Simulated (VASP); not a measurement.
# Al (P-3m1) in VASP: a series of runs

Runs on Al. Level: PBE+D3(BJ). Tasks: single point.

All numbers are computed with VASP 6.6.1; they aren't measurements. Logs are shortened: lines on timing, memory, paths and dates and some standing lists are left out, and cuts for length are marked.

**1. The cell of the first run**

The structure is trigonal, space group P-3m1 (No. 164). The conventional cell has a = 2.816 Å, b = 2.816 Å, c = 13.647 Å, α = 90.00°, β = 90.00°, γ = 120.00°. Al (site symmetry 3m) has 12 Al at 2.70 to 2.82 Å within 3.6 Å. Al (site symmetry 3m) has 12 Al at 2.82 Å within 3.7 Å. Within 3.7 Å of Al (site symmetry 3m) lie 12 Al at 2.82 Å.

**2. Single point, PBE+D3(BJ)**

Input file INCAR:

```
SYSTEM = Al
ALGO = Fast
EDIFF = 1E-6
ENCUT = 520
GGA = PE
ISIF = 2
ISMEAR = 0
IVDW = 12
LASPH = .TRUE.
LCHARG = .TRUE.
LELF = .TRUE.
LREAL = .FALSE.
LVHAR = .TRUE.
LWAVE = .FALSE.
NBANDS = 18
NELM = 80
PREC = Accurate
SIGMA = 0.15
```

Input file KPOINTS:

```
k-points
0
G
  24 24 5
  0 0 0
```

Input file POSCAR:

```
Al
1.0
    1.9913628294     -1.9913628294      0.0000000000
    1.9913628294      0.0000000000     -1.9913628294
    7.8788487771      7.8788487771      7.8788487771
Al
6
Direct
    0.6666666667      0.6666666667      0.0842324648
    0.0000000000      0.0000000000      0.9267256114
    0.3333333333      0.3333333333      0.2527310941
    0.6666666667      0.6666666667      0.5897283528
    0.0000000000      0.0000000000      0.4212297234
    0.3333333333      0.3333333333      0.7582269821
```

Potentials or basis: VASP PAW PBE potentials, release 64 (Al).

Started as:

```
cat potpaw_PBE.64/Al/POTCAR > POTCAR
mpirun -np 1 vasp_std > vasp.out
```

OUTCAR:

```text
SYSTEM = Al
   EDIFF = 1E-6
   ENCUT = 520
   GGA = PE
   ISIF = 2
   ISMEAR = 0
   IVDW = 12
   LASPH = .TRUE.
   LREAL = .FALSE.
   NELM = 80
   PREC = Accurate
 IVDW          = 12

 ion  position               nearest neighbor table
   1  0.667  0.667  0.084-   2 2.70   2 2.70   2 2.70   3 2.82   3 2.82   3 2.82
   2  0.000  0.000  0.927-   1 2.70   1 2.70   1 2.70   6 2.82   6 2.82   6 2.82
   3  0.333  0.333  0.253-   1 2.82   1 2.82   5 2.82   5 2.82   5 2.82   1 2.82
   4  0.667  0.667  0.590-   6 2.82   6 2.82   6 2.82   5 2.82   5 2.82   5 2.82
   5  0.000  0.000  0.421-   3 2.82   3 2.82   3 2.82   4 2.82   4 2.82   4 2.82
   6  0.333  0.333  0.758-   4 2.82   4 2.82   2 2.82   2 2.82   2 2.82   4 2.82

  LATTYP: Found a hexagonal cell.
 ALAT       =     2.8162123209
 C/A-ratio  =     4.8457164560

  Lattice vectors:

 A1 = (  -1.9913628294,   0.0000000000,   1.9913628294)
 A2 = (   1.9913628294,  -1.9913628294,  -0.0000000000)
 A3 = (   7.8788487771,   7.8788487771,   7.8788487771)

Analysis of symmetry for initial positions (statically):
=====================================================================
 Subroutine PRICEL returns:
 Original cell was already a primitive cell.

 Routine SETGRP: Setting up the symmetry group for a
 hexagonal supercell.

 Subroutine GETGRP returns: Found 12 space group operations
 (whereof  6 operations were pure point group operations)
 out of a pool of 24 trial point group operations.

The static configuration has the point symmetry C_3v.
 The point group associated with its full space group is D_3d.

Analysis of symmetry for dynamics (positions and initial velocities):
=====================================================================
 Subroutine PRICEL returns:
 Original cell was already a primitive cell.

 Routine SETGRP: Setting up the symmetry group for a
 hexagonal supercell.

 Subroutine GETGRP returns: Found 12 space group operations
 (whereof  6 operations were pure point group operations)
 out of a pool of 24 trial point group operations.

The dynamic configuration has the point symmetry C_3v.
 The point group associated with its full space group is D_3d.

 Subroutine INISYM returns: Found 12 space group operations
 (whereof  6 operations are pure point group operations),
 and found     1 'primitive' translations

----------------------------------------------------------------------------------------

                                     Primitive cell

  volume of cell :      93.7313

  direct lattice vectors                    reciprocal lattice vectors
[... 102 lines left out ...]
   ISYM   =      2    0-nonsym 1-usesym 2-fastsym
   POTIM  = 0.5000    time-step for ionic-motion
   TEBEG  =    0.0;   TEEND  =   0.0 temperature during run
   PSTRESS=    0.0 pullay stress
   NELECT =      18.0000    total number of electrons
   NUPDOWN=      -1.0000    fix difference up-down
   EMIN   =  10.00;   EMAX   =-10.00  energy-range for DOS
   EFERMI =   0.00;   METHOD = LEGACY
   ISMEAR =     0;   SIGMA  =   0.15  broadening in eV -4-tet -1-fermi 0-gaus
   EFERMI_NEDOS =   21; number of points for ismear=-14 and -15
   IALGO  =     68    algorithm
   IMIX   =      4    mixing-type and parameters
     AMIX     =   0.40;   BMIX     =  1.00
     AMIX_MAG =   1.60;   BMIX_MAG =  1.00
  volume/ion in A,a.u.               =      15.62       105.42
  Fermi-wavevector in a.u.,A,eV,Ry     =   0.944505  1.784855 12.137606  0.892089
  Thomas-Fermi vector in A             =   2.072316
   LORBIT       =      0    0 simple, 1 ext, 2 COOP (PROOUT), +10 PAW based schemes
   GGA     = PE    functional components
   LHFCALC =     F    Hartree Fock is set to
   AEXX    =    0.0000 exact exchange contribution
   IVDW    =    12    specifies the selected vdW correction
   LEPSILON=     F    determine dielectric tensor
   LRPA    =     F    only Hartree local field effects (RPA)
 non-spin polarized calculation
 RMM-DIIS sequential band-by-band and
 Gauss-broadening in eV      SIGMA  =   0.15
  energy-cutoff  :      520.00
  volume of cell :       93.73
 maximum number of plane-waves:      2552
 NGX is ok and might be reduce to    24
   NGX = 11   NGY = 11   NGZ = 51

 number of electron      18.0000000 magnetization

 Free energy of the ion-electron system (eV)
  ---------------------------------------------------
  ext. energy  EPLUGINS =         0.00000000
  ---------------------------------------------------
  free energy    TOTEN  =       -22.37773746 eV

  energy without entropy =      -22.35022176  energy(sigma->0) =      -22.36397961

 E-fermi :   8.5867     XC(G=0): -10.3950

 val. band max:        8.5814012951   @ k =   0.1667   0.0833   0.2000
 cond. band min:       8.5877603515   @ k =   0.3750   0.3750   0.4000
 fundamental gap:      0.0063590564
 Fermi energy:         8.5867322307

 k-point     1 :       0.0000    0.0000    0.0000
  band No.  band energies     occupation
      1      -2.9557      2.00000
      2      -2.2101      2.00000
      3      -2.0721      2.00000
      4       0.1513      2.00000
      5       0.2676      2.00000
      6       3.8368      2.00000
[... 481 lines left out ...]
      5       4.3577      2.00000
      6       4.5207      2.00000
[... 10 lines left out ...]
     17      14.3062      0.00000
     18      14.4752      0.00000

 [... further k-points ...]

------------------------ aborting loop because EDIFF is reached ----------------------------------------

 Edisp (eV)   -2.13643

 E8    (eV) :    -0.9562

  FORCE on cell =-STRESS in cart. coord.  units (eV):
  Direction    XX          YY          ZZ          XY          YZ          ZX
  --------------------------------------------------------------------------------------
  -------------------------------------------------------------------------------------
  Total       0.63668     0.63668     0.63668     0.26314     0.26314     0.26314
  in kB      10.88297    10.88297    10.88297     4.49792     4.49792     4.49792
  external pressure =       10.88 kB  Pullay stress =        0.00 kB

 VOLUME and BASIS-vectors are now :
 -----------------------------------------------------------------------------
  energy-cutoff  :      520.00
  volume of cell :       93.73
      direct lattice vectors                 reciprocal lattice vectors
     1.991362829 -1.991362829  0.000000000     0.167389553 -0.334779105  0.167389553
     1.991362829  0.000000000 -1.991362829     0.167389553  0.167389553 -0.334779105
     7.878848777  7.878848777  7.878848777     0.042307365  0.042307365  0.042307365

 POSITION                                       TOTAL-FORCE (eV/Angst)
 -----------------------------------------------------------------------------------
      3.31881     -0.66392     -0.66392         0.320493      0.320493      0.320493
      7.30153      7.30153      7.30153        -0.320493     -0.320493     -0.320493
      3.31881      1.32744      1.32744        -0.007439     -0.007439     -0.007439
      7.30153      3.31881      3.31881         0.003659      0.003659      0.003659
      3.31881      3.31881      3.31881        -0.003659     -0.003659     -0.003659
      7.30153      5.31017      5.31017         0.007439      0.007439      0.007439
 -----------------------------------------------------------------------------------
    total drift:                                0.000001      0.000001      0.000001

  FREE ENERGIE OF THE ION-ELECTRON SYSTEM (eV)
  ---------------------------------------------------
  free  energy   TOTEN  =       -24.5141665081 eV

  energy  without entropy=      -24.4866508023  energy(sigma->0) =      -24.50040866
```

OSZICAR:

```text
N       E                     dE             d eps       ncg     rms          rms(c)
DAV:   1     0.128383421005E+02    0.12838E+02   -0.62718E+03 10044   0.802E+02
DAV:   2    -0.212518209405E+02   -0.34090E+02   -0.32394E+02 12860   0.105E+02
DAV:   3    -0.225237244924E+02   -0.12719E+01   -0.12352E+01 13470   0.160E+01
DAV:   4    -0.225373581816E+02   -0.13634E-01   -0.13587E-01 12780   0.175E+00
DAV:   5    -0.225374747274E+02   -0.11655E-03   -0.11654E-03 13112   0.194E-01    0.346E+00
RMM:   6    -0.224519741059E+02    0.85501E-01   -0.28944E-02 11072   0.582E-01    0.203E+00
RMM:   7    -0.224289058381E+02    0.23068E-01   -0.15576E-02 11839   0.421E-01    0.118E+00
RMM:   8    -0.223785145683E+02    0.50391E-01   -0.92523E-03 11649   0.436E-01    0.203E-01
RMM:   9    -0.223779412914E+02    0.57328E-03   -0.95007E-04 11770   0.146E-01    0.156E-01
RMM:  10    -0.223777541334E+02    0.18716E-03   -0.26396E-04 11824   0.769E-02    0.484E-02
RMM:  11    -0.223777352162E+02    0.18917E-04   -0.87011E-05 11980   0.462E-02    0.339E-02
RMM:  12    -0.223777374966E+02   -0.22804E-05   -0.17054E-05 12329   0.237E-02    0.241E-02
RMM:  13    -0.223777374639E+02    0.32651E-07   -0.33186E-06 10705   0.109E-02
   1 F= -.24514167E+02 E0= -.24500409E+02  d E =-.275157E-01
```

stdout:

```text
POSCAR found type information on POSCAR Al
 POSCAR found :  1 types and       6 ions
 scaLAPACK will be used
 LDA part: xc-table for (Slater+PW92), standard interpolation
 POSCAR, INCAR and KPOINTS ok, starting setup
 FFT: planning ... GRIDC
 FFT: planning ... GRID_SOFT
 FFT: planning ... GRID
 WAVECAR not read
 entering main loop
```

Wall time 5.4 min (1 thread of Intel Xeon 6975P-C, shared host); peak memory 0.48 GiB.

Results:

```
Free energy                : -24.5142 eV
Pressure                   : 1.1 GPa
Largest force              : 0.555 eV/Å
Band gap on the k mesh     : zero (band 9 reaches 12.42 eV, above the bottom of band 10 at 6.87 eV)
Dispersion energy per atom : -0.356 eV
```

Forces on the atoms (eV/Å):
```
Al   0.320  0.320  0.320
Al  -0.320 -0.320 -0.320
Al  -0.007 -0.007 -0.007
Al   0.004  0.004  0.004
Al  -0.004 -0.004 -0.004
Al   0.007  0.007  0.007
```

Stress tensor (GPa, compression positive):
```
1.09 0.45 0.45
0.45 1.09 0.45
0.45 0.45 1.09
```

Levels at points of the mesh, in eV from the Fermi level:
```tsv
k point	band 5	band 6	band 7	band 8	band 9	band 10	band 11	band 12	band 13	band 14
(0.00, 0.00, 0.00)	-8.32	-4.75	-4.32	0.65	0.72	7.09	7.10	10.94	10.94	10.98
(0.50, 0.00, 0.00)	-4.67	-4.48	-3.06	-2.42	-2.40	-1.61	1.00	1.03	1.71	1.72
```

Caveat: pairwise dispersion overbinds metals, which lowers pressure and volume.

**3. Single point, PBE+D3(BJ)**

This run uses another cell than the first one, of 16.08 Å³/atom, 1.029 times its volume.

Input file INCAR:

```
ALGO     = Fast           # electronic algorithm
EDIFF    = 1E-7           # SCF threshold, eV
ENCUT    = 520            # plane-wave cutoff, eV
GGA      = PE             # functional
ISIF     = 2              # what is computed and relaxed
ISMEAR   = 0              # smearing method
IVDW     = 12             # dispersion correction
LASPH    = T              # aspherical terms in the spheres
LCHARG   = F              # write CHGCAR
LREAL    = F              # projectors in reciprocal space
LWAVE    = F              # write WAVECAR
NBANDS   = 18             # bands
NELM     = 60             # most SCF steps
PREC     = Accurate       # precision mode
SIGMA    = 0.15           # smearing width, eV
```

Input file KPOINTS:

```
k-points
0
Gamma
  24 24 5
```

Input file POSCAR:

```
Al
1.0
    1.9913628294     -1.9913628294      0.0000000000
    1.9913628294      0.0000000000     -1.9913628294
    8.1097888848      8.1097888848      8.1097888848
Al
6
Direct
    0.6666666667      0.6666666667      0.0818338013
    0.0000000000      0.0000000000      0.9003355148
    0.3333333333      0.3333333333      0.2455341440
    0.6666666667      0.6666666667      0.5729348294
    0.0000000000      0.0000000000      0.4092344867
    0.3333333333      0.3333333333      0.7366351721
```

Potentials or basis: VASP PAW PBE potentials, release 64 (Al).

Started as:

```
cat potpaw_PBE.64/Al/POTCAR > POTCAR
mpirun -np 1 vasp_std > vasp.out
```

OUTCAR:

```text
EDIFF = 1E-7
   ENCUT = 520
   GGA = PE
   ISIF = 2
   ISMEAR = 0
   IVDW = 12
   LASPH = T
   LREAL = F
   NELM = 60
   PREC = Accurate
 IVDW          = 12

 ion  position               nearest neighbor table
   1  0.667  0.667  0.082-   3 2.82   3 2.82   3 2.82   2 3.02   2 3.02   2 3.02
   2  0.000  0.000  0.900-   6 2.82   6 2.82   6 2.82   1 3.02   1 3.02   1 3.02
   3  0.333  0.333  0.246-   1 2.82   1 2.82   5 2.82   5 2.82   5 2.82   1 2.82
   4  0.667  0.667  0.573-   5 2.82   6 2.82   6 2.82   5 2.82   5 2.82   6 2.82
[... 721 lines left out ...]
  -------------------------------------------------------------------------------------
  Total      -0.70926    -0.70926    -0.70926    -0.13850    -0.13850    -0.13850
  in kB     -11.77834   -11.77834   -11.77834    -2.29993    -2.29993    -2.29993
  external pressure =      -11.78 kB  Pullay stress =        0.00 kB

 VOLUME and BASIS-vectors are now :
 -----------------------------------------------------------------------------
  energy-cutoff  :      520.00
  volume of cell :       96.48
      direct lattice vectors                 reciprocal lattice vectors
     1.991362829 -1.991362829  0.000000000     0.167389553 -0.334779105  0.167389553
     1.991362829  0.000000000 -1.991362829     0.167389553  0.167389553 -0.334779105
     8.109788885  8.109788885  8.109788885     0.041102591  0.041102591  0.041102591

 POSITION                                       TOTAL-FORCE (eV/Angst)
 -----------------------------------------------------------------------------------
      3.31881     -0.66392     -0.66392        -0.284777     -0.284777     -0.284777
      7.30153      7.30153      7.30153         0.284777      0.284777      0.284777
      3.31881      1.32744      1.32744         0.009841      0.009841      0.009841
      7.30153      3.31881      3.31881        -0.004817     -0.004817     -0.004817
      3.31881      3.31881      3.31881         0.004817      0.004817      0.004817
      7.30153      5.31017      5.31017        -0.009841     -0.009841     -0.009841
 -----------------------------------------------------------------------------------
    total drift:                               -0.000002     -0.000002     -0.000002

  FREE ENERGIE OF THE ION-ELECTRON SYSTEM (eV)
  ---------------------------------------------------
  free  energy   TOTEN  =       -24.4865731483 eV

  energy  without entropy=      -24.4589917430  energy(sigma->0) =      -24.47278245
```

OSZICAR:

```text
N       E                     dE             d eps       ncg     rms          rms(c)
DAV:   1     0.137015173634E+02    0.13702E+02   -0.63182E+03 10044   0.803E+02
DAV:   2    -0.212152179878E+02   -0.34917E+02   -0.33066E+02 12744   0.104E+02
DAV:   3    -0.225686368298E+02   -0.13534E+01   -0.13228E+01 13466   0.165E+01
DAV:   4    -0.225828936610E+02   -0.14257E-01   -0.14225E-01 12880   0.184E+00
DAV:   5    -0.225830180579E+02   -0.12440E-03   -0.12439E-03 13224   0.205E-01    0.336E+00
RMM:   6    -0.224954030769E+02    0.87615E-01   -0.53666E-02 11196   0.677E-01    0.197E+00
RMM:   7    -0.224635458292E+02    0.31857E-01   -0.18177E-02 11473   0.414E-01    0.127E+00
RMM:   8    -0.224139795393E+02    0.49566E-01   -0.10850E-02 11016   0.485E-01    0.204E-01
RMM:   9    -0.224130629100E+02    0.91663E-03   -0.90599E-04 11928   0.155E-01    0.153E-01
RMM:  10    -0.224128719984E+02    0.19091E-03   -0.31305E-04 12067   0.812E-02    0.248E-02
RMM:  11    -0.224128445827E+02    0.27416E-04   -0.10286E-04 11885   0.484E-02    0.299E-02
RMM:  12    -0.224128475483E+02   -0.29656E-05   -0.19996E-05 12478   0.262E-02    0.175E-02
RMM:  13    -0.224128472726E+02    0.27564E-06   -0.39358E-06 12250   0.118E-02    0.837E-03
RMM:  14    -0.224128460050E+02    0.12676E-05   -0.12425E-06 11801   0.627E-03    0.933E-04
RMM:  15    -0.224128458400E+02    0.16504E-06   -0.30209E-07 10085   0.316E-03    0.105E-03
RMM:  16    -0.224128457192E+02    0.12077E-06   -0.96605E-08  7312   0.178E-03    0.898E-04
RMM:  17    -0.224128457685E+02   -0.49293E-07   -0.25531E-08  6082   0.104E-03
   1 F= -.24486573E+02 E0= -.24472782E+02  d E =-.275814E-01
```

stdout:

```text
POSCAR found type information on POSCAR Al
 POSCAR found :  1 types and       6 ions
 scaLAPACK will be used
 LDA part: xc-table for (Slater+PW92), standard interpolation
 POSCAR, INCAR and KPOINTS ok, starting setup
 FFT: planning ... GRIDC
 FFT: planning ... GRID_SOFT
 FFT: planning ... GRID
 WAVECAR not read
 entering main loop
```

It took 6.4 min on 1 thread of Intel Xeon 6975P-C, shared host; peak memory 0.49 GiB.

What came out:

| Property | Result |
| --- | --- |
| Free energy | -24.4866 eV |
| Pressure | -1.2 GPa |
| Largest force | 0.493 eV/Å |
| Band gap on the k mesh | zero (band 9 reaches 11.74 eV, above the bottom of band 10 at 6.64 eV) |
| Dispersion energy per atom | -0.346 eV |

Forces on the atoms (eV/Å):
```
Al  -0.285 -0.285 -0.285
Al   0.285  0.285  0.285
Al   0.010  0.010  0.010
Al  -0.005 -0.005 -0.005
Al   0.005  0.005  0.005
Al  -0.010 -0.010 -0.010
```

Caveat: pairwise dispersion overbinds metals, which lowers pressure and volume.
